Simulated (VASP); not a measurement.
# Ni (Fm-3m) in VASP: further runs, part 2 of 2

VASP 6.6.1. The steps go on from the part before.

### 3 Single point, PBE, collinear spin, ferromagnetic start

Contents of INCAR:

```
PREC = Accurate
ENCUT = 520
EDIFF = 1E-7
ISMEAR = -1
SIGMA = 0.05
LREAL = F
LASPH = T
NELM = 150
ALGO = Normal
ISIF = 2
LWAVE = F
LCHARG = F
ISPIN = 2
MAGMOM = 2 2
LORBIT = 11
LMAXMIX = 4
GGA = PE
NBANDS = 21
```

Contents of KPOINTS:

```
Automatic mesh
0
Gamma
  6 12 12
```

Contents of POSCAR:

```
Ni
1.0
    0.0000000000      3.5347000000      3.5347000000
    1.7673500000      0.0000000000      1.7673500000
    1.7673500000      1.7673500000      0.0000000000
Ni
2
Direct
    0.0000000000      0.0000000000      0.0000000000
    0.5000000000      0.0000000000      0.0000000000
```

Potentials or basis: VASP PAW PBE potentials, release 64 (Ni).

Command:

```sh
$ cat potpaw_PBE.64/Ni/POTCAR > POTCAR
$ mpirun -np 1 vasp_std > vasp.out
```

It took 36 s on 1 thread of Intel Xeon 6975P-C (Granite Rapids), shared host; peak memory 0.19 GiB.

Results (log left out):

```yaml
Free_energy: -10.9511 eV
Pressure: -2.3 GPa
Net_moment: 1.36 μB per cell
Site_moments: Ni +0.69 μB
Valence_electrons_inside_the_program's_atomic_spheres: Ni 9.28
```

Levels at points of the mesh, in eV from the Fermi level:
Spin up:
| k point | band 7 | band 8 | band 9 | band 10 | band 11 | band 12 | band 13 | band 14 | band 15 | band 16 |
| --- | --- | --- | --- | --- | --- | --- | --- | --- | --- | --- |
| (0.00, 0.00, 0.00) | -2.41 | -1.28 | -1.28 | -0.64 | -0.64 | -0.26 | 5.54 | 22.11 | 23.61 | 24.42 |
| (0.50, 0.00, 0.00) | -2.21 | -2.21 | -1.21 | -1.21 | -1.21 | -1.21 | 14.27 | 14.27 | 23.68 | 23.68 |
| (0.00, 0.50, 0.00) | -0.64 | -0.59 | -0.52 | -0.52 | -0.26 | 2.44 | 5.54 | 9.08 | 14.69 | 14.69 |
| (0.50, 0.50, 0.00) | -1.57 | -1.57 | -0.60 | -0.60 | 2.19 | 2.19 | 8.35 | 8.35 | 14.42 | 14.42 |
Spin down:
```
           k point  band 7  band 8  band 9  band 10  band 11  band 12
(0.00, 0.00, 0.00)   -1.62   -0.64   -0.64    -0.32     0.17     0.17
(0.50, 0.00, 0.00)   -1.46   -1.46   -0.51    -0.51    -0.51    -0.51
(0.00, 0.50, 0.00)    0.08    0.17    0.17     0.41     0.41     2.40
(0.50, 0.50, 0.00)   -0.87   -0.87    0.23     0.23     2.58     2.58
```

### 4 Single point, PBE, collinear spin, ferromagnetic start

Contents of INCAR:

```
SYSTEM = Ni
PREC     = Accurate       ! precision mode
ENCUT    = 520            ! plane-wave cutoff, eV
EDIFF    = 1E-7           ! SCF threshold, eV
ISMEAR   = -1             ! smearing method
SIGMA    = 0.05           ! smearing width, eV
LREAL    = .FALSE.        ! projectors in reciprocal space
LASPH    = .TRUE.         ! aspherical terms in the spheres
NELM     = 150            ! most SCF steps
ALGO     = Normal         ! electronic algorithm
ISIF     = 2              ! what is computed and relaxed
LWAVE    = .FALSE.        ! write WAVECAR
LCHARG   = .FALSE.        ! write CHGCAR
ISPIN    = 2              ! spin polarisation
MAGMOM   = 2 2            ! initial moments
LORBIT   = 11             ! projections on sites
LMAXMIX  = 4              ! l up to which the mixer works
GGA      = PE             ! functional
ISYM     = 0            
NBANDS   = 21             ! bands
```

Contents of KPOINTS:

```
regular mesh
0
G
  6 12 12
  0 0 0
```

POSCAR is that of step 3.

Command:

```sh
$ cat potpaw_PBE.64/Ni/POTCAR > POTCAR
$ mpirun -np 1 vasp_std > vasp.out
```

It took 2.5 min on 1 thread of Intel Xeon 6975P-C (Granite Rapids), shared host; peak memory 0.37 GiB.

The run converged. Its results:

| Property | Result |
| --- | --- |
| Free energy | -10.9511 eV |
| Pressure | -2.3 GPa |
| Net moment | 1.36 μB per cell |
| Site moments | Ni +0.69 μB |
| Valence electrons inside the program's atomic spheres | Ni 9.28 |

Levels at points of the mesh, in eV from the Fermi level:
Spin up:
| k point | band 7 | band 8 | band 9 | band 10 | band 11 | band 12 | band 13 | band 14 | band 15 | band 16 |
| --- | --- | --- | --- | --- | --- | --- | --- | --- | --- | --- |
| (0.00, 0.00, 0.00) | -2.41 | -1.28 | -1.28 | -0.64 | -0.64 | -0.26 | 5.54 | 22.11 | 23.61 | 24.42 |
| (0.50, 0.00, 0.00) | -2.21 | -2.21 | -1.21 | -1.21 | -1.21 | -1.21 | 14.27 | 14.27 | 23.68 | 23.68 |
| (0.00, 0.50, 0.00) | -0.64 | -0.59 | -0.52 | -0.52 | -0.26 | 2.44 | 5.54 | 9.08 | 14.69 | 14.69 |
| (0.00, 0.00, 0.50) | -0.64 | -0.59 | -0.52 | -0.52 | -0.26 | 2.44 | 5.54 | 9.08 | 14.69 | 14.69 |
| (0.00, 0.50, 0.50) | -0.64 | -0.59 | -0.52 | -0.52 | -0.26 | 2.44 | 5.54 | 9.08 | 14.69 | 14.69 |
| (0.50, 0.50, 0.00) | -1.57 | -1.57 | -0.60 | -0.60 | 2.19 | 2.19 | 8.35 | 8.35 | 14.42 | 14.42 |
| (0.50, 0.00, 0.50) | -1.57 | -1.57 | -0.60 | -0.60 | 2.19 | 2.19 | 8.35 | 8.35 | 14.42 | 14.42 |
| (0.50, 0.50, 0.50) | -1.57 | -1.57 | -0.60 | -0.60 | 2.19 | 2.19 | 8.35 | 8.35 | 14.42 | 14.42 |
Spin down:
```csv
k point,band 6,band 7,band 8,band 9,band 10,band 11,band 12,band 13
"(0.00, 0.00, 0.00)",-1.62,-1.62,-0.64,-0.64,-0.32,0.17,0.17,6.00
"(0.50, 0.00, 0.00)",-1.46,-1.46,-1.46,-0.51,-0.51,-0.51,-0.51,14.42
"(0.00, 0.50, 0.00)",-0.32,0.08,0.17,0.17,0.41,0.41,2.40,6.00
"(0.00, 0.00, 0.50)",-0.32,0.08,0.17,0.17,0.41,0.41,2.40,6.00
"(0.00, 0.50, 0.50)",-0.32,0.08,0.17,0.17,0.41,0.41,2.40,6.00
"(0.50, 0.50, 0.00)",-1.74,-0.87,-0.87,0.23,0.23,2.58,2.58,8.56
"(0.50, 0.00, 0.50)",-1.74,-0.87,-0.87,0.23,0.23,2.58,2.58,8.56
"(0.50, 0.50, 0.50)",-1.74,-0.87,-0.87,0.23,0.23,2.58,2.58,8.56
```
